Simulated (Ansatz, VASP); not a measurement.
TiPt3: VASP beside Ansatz

```xyz
4
Lattice="3.8970 0.0000 0.0000 0.0000 3.8970 0.0000 0.0000 0.0000 3.8970" Properties=species:S:1:pos:R:3 pbc="T T T"
Pt    1.9485    1.9485    0.0000
Pt    1.9485    0.0000    1.9485
Pt    0.0000    1.9485    1.9485
Ti    0.0000    0.0000    0.0000
```

Alike in both runs: functional PBE; k mesh 4 × 4 × 4; occupations fermi-dirac, width 0.05 eV; no spin polarisation.

```csv
,VASP,Ansatz
version,VASP 6.6.1,Ansatz 0.2.0
potentials or method,"VASP PAW PBE potentials, release 64 (Pt, Ti_sv)",Ansatz PAW
plane-wave cutoff (eV),520,420
valence electrons in the cell,42,66
task,single point,projected density of states
```

|  | VASP | Ansatz | Ansatz less VASP |
| --- | --- | --- | --- |
| gap on the k mesh at the Fermi level (eV) | none | none | - |
| pressure (GPa) | 9.5 | 9.9 | +0.38 |

A gap of «none» marks a metal or a gap that the smearing closes. VASP's potentials hold 42 valence electrons a cell and Ansatz's 66, so a difference there can come from the potentials and not from the codes.

The k mesh is coarse, so the values compare programs but aren't converged. Neither program's run includes spin-orbit coupling.
